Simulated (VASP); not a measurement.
# Ti2B3 (P4/mmm) in VASP: a series of runs, part 2 of 2

VASP 6.6.1.

## Step 4: Single point, PBE, collinear spin, ferromagnetic start

INCAR reads:

```
SYSTEM = Ti2B3
ALGO = Normal
EDIFF = 1E-7
ENCUT = 520
GGA = PE
ISIF = 2
ISMEAR = 0
ISPIN = 2
LASPH = .TRUE.
LCHARG = .TRUE.
LELF = .TRUE.
LMAXMIX = 4
LORBIT = 11
LREAL = .FALSE.
LVHAR = .TRUE.
LWAVE = .FALSE.
MAGMOM = 1 1 0 0 0
NBANDS = 28
NELM = 150
PREC = Accurate
SIGMA = 0.1
```

KPOINTS reads:

```
k-points
0
G
  4 4 6
  0 0 0
```

POSCAR reads:

```
Ti2B3
1.0
    4.5055794178      0.0000000000      0.0000000000
    0.0000000000      4.5055794178      0.0000000000
    0.0000000000      0.0000000000      3.0711027949
Ti B
2 3
Direct
    0.0000000000      0.5000000000      0.0000000000
    0.5000000000      0.0000000000      0.0000000000
    0.5000000000      0.5000000000      0.7522119548
    0.5000000000      0.5000000000      0.2477880452
    0.0000000000      0.0000000000      0.0000000000
```

Potentials or basis: VASP PAW PBE potentials, release 64 (Ti_sv, B).

On the command line:

```console
> cat potpaw_PBE.64/Ti_sv/POTCAR potpaw_PBE.64/B/POTCAR > POTCAR
> mpirun -np 1 vasp_std > vasp.out
```

OUTCAR:

```text
SYSTEM = Ti2B3
   EDIFF = 1E-7
   ENCUT = 520
   GGA = PE
   ISIF = 2
   ISMEAR = 0
   ISPIN = 2
   LASPH = .TRUE.
   LORBIT = 11
   LREAL = .FALSE.
   NELM = 150
   PREC = Accurate

 ion  position               nearest neighbor table
   1  0.000  0.500  0.000-   5 2.25   5 2.25   3 2.38   4 2.38   3 2.38   4 2.38
   2  0.500  0.000  0.000-   5 2.25   5 2.25   3 2.38   3 2.38   4 2.38   4 2.38
   3  0.500  0.500  0.752-   4 1.52   4 1.55   1 2.38   2 2.38   2 2.38   1 2.38
   4  0.500  0.500  0.248-   3 1.52   3 1.55   2 2.38   1 2.38   2 2.38   1 2.38
   5  0.000  0.000  0.000-   1 2.25   2 2.25   1 2.25   2 2.25

  LATTYP: Found a simple tetragonal cell.
 ALAT       =     4.5055794178
 C/A-ratio  =     0.6816221645

  Lattice vectors:

 A1 = (   4.5055794178,   0.0000000000,   0.0000000000)
 A2 = (   0.0000000000,   4.5055794178,   0.0000000000)
 A3 = (   0.0000000000,   0.0000000000,   3.0711027949)

Analysis of symmetry for initial positions (statically):
=====================================================================
 Subroutine PRICEL returns:
 Original cell was already a primitive cell.
[... 1697 lines left out ...]
  -------------------------------------------------------------------------------------
  Total        0.0953588      0.0953588     -0.0562474      0.0000000      0.0000000     -0.0000000
  in kB        2.4506194      2.4506194     -1.4454975      0.0000000      0.0000000     -0.0000000
  external PRESSURE =       1.1519138 kB  Pullay stress =       0.0000000 kB

 VOLUME and BASIS-vectors are now :
 -----------------------------------------------------------------------------
  energy-cutoff  :      520.00
  volume of cell :       62.34
      direct lattice vectors                 reciprocal lattice vectors
     4.505579418  0.000000000  0.000000000     0.221947037  0.000000000  0.000000000
     0.000000000  4.505579418  0.000000000     0.000000000  0.221947037  0.000000000
     0.000000000  0.000000000  3.071102795     0.000000000  0.000000000  0.325615932

 POSITION                                       TOTAL-FORCE (eV/Angst)
 -----------------------------------------------------------------------------------
      0.00000      2.25279      0.00000         0.000000      0.000000      0.000000
      2.25279      0.00000      0.00000         0.000000      0.000000      0.000000
      2.25279      2.25279      2.31012         0.000000     -0.000000     -0.004084
      2.25279      2.25279      0.76098         0.000000      0.000000      0.004084
      0.00000      0.00000      0.00000         0.000000      0.000000      0.000000
 -----------------------------------------------------------------------------------
    total drift:                                0.000000     -0.000000     -0.000000

  FREE ENERGIE OF THE ION-ELECTRON SYSTEM (eV)
  ---------------------------------------------------
  free  energy   TOTEN  =       -34.3565703812 eV

  energy  without entropy=      -34.3238102137  energy(sigma->0) =      -34.34019030

 total charge

# of ion       s       p       d       tot
------------------------------------------
    1        2.189   6.147   1.910  10.247
    2        2.189   6.147   1.910  10.247
    3        0.748   1.346   0.000   2.094
    4        0.748   1.346   0.000   2.094
    5        0.789   0.929   0.000   1.718
--------------------------------------------------
tot          6.663  15.916   3.820  26.399

 magnetization (x)

# of ion       s       p       d       tot
------------------------------------------
    1        0.000   0.000   0.000   0.000
    2        0.000   0.000   0.000   0.000
    3        0.000   0.000   0.000   0.000
    4        0.000   0.000   0.000   0.000
    5        0.000   0.000   0.000   0.000
--------------------------------------------------
tot          0.000   0.000   0.000   0.000
```

OSZICAR:

```text
N       E                     dE             d eps       ncg     rms          rms(c)
DAV:   1     0.354765831438E+03    0.35477E+03   -0.15914E+04  2688   0.131E+03
DAV:   2    -0.237386865323E+01   -0.35714E+03   -0.34117E+03  2728   0.407E+02
DAV:   3    -0.419368910374E+02   -0.39563E+02   -0.38129E+02  4184   0.118E+02
[... 15 lines left out ...]
DAV:  19    -0.343565661953E+02   -0.21318E-04   -0.80631E-05  3188   0.608E-02    0.133E-02
DAV:  20    -0.343565712216E+02   -0.50263E-05   -0.50976E-06  3120   0.153E-02    0.704E-03
DAV:  21    -0.343565703892E+02    0.83241E-06   -0.24106E-06  3180   0.945E-03    0.289E-03
DAV:  22    -0.343565703054E+02    0.83777E-07   -0.11498E-06  2924   0.601E-03    0.105E-03
DAV:  23    -0.343565703812E+02   -0.75785E-07   -0.14133E-07  2332   0.260E-03
   1 F= -.34356570E+02 E0= -.34340190E+02  d E =-.327602E-01  mag=     0.0003
```

It took 61 s on 1 thread of Intel Xeon 6975P-C (Granite Rapids), shared host; peak memory 0.23 GiB.

What came out:

| Quantity | Value |
| --- | --- |
| Free energy | -34.3566 eV |
| Pressure | 0.1 GPa |
| Largest force | 0.004 eV/Å |
| Net moment | 0.00 μB per cell |
| Valence electrons inside the program's atomic spheres | Ti 10.25; B 2.09, 1.72 |

Forces in eV/Å, atoms in the order of the input:
```
Ti   0.000  0.000  0.000
Ti   0.000  0.000  0.000
B    0.000  0.000 -0.004
B    0.000  0.000  0.004
B    0.000  0.000  0.000
```

Stress tensor (GPa, compression positive):
```
 0.25  0.00  0.00
 0.00  0.25  0.00
 0.00  0.00 -0.14
```

## Step 5: Summary

| task | spin | cell | k mesh | cutoff (eV) | gap on the mesh (eV) | pressure (GPa) |
| --- | --- | --- | --- | --- | --- | --- |
| relaxation of cell and atoms | off | relaxed from a = 4.506, b = 4.506, c = 3.071 Å, 5 atoms | 4 × 4 × 6 | 600 | none | 0.1 |
| relaxation of cell and atoms | off | relaxed from a = 3.463, b = 3.463, c = 4.811 Å, 5 atoms | 6 × 6 × 4 | 600 | none | 0.0 |
| single point | collinear, ferromagnetic start | a = 4.506, b = 4.506, c = 3.071 Å, 5 atoms | 4 × 4 × 6 | 520 | none | 0.1 |

Alike in all rows: level PBE; potentials or basis VASP PAW PBE potentials, release 64 (Ti_sv, B); smearing gaussian 0.1 eV.

Caveats: the relaxation stopped at its first step, so nothing moved (some runs); this functional lacks dispersion, which binds the layers, so the pressure and a relaxed spacing across them are unreliable (some runs).

Absolute energies hang on the potentials; compare differences alone.
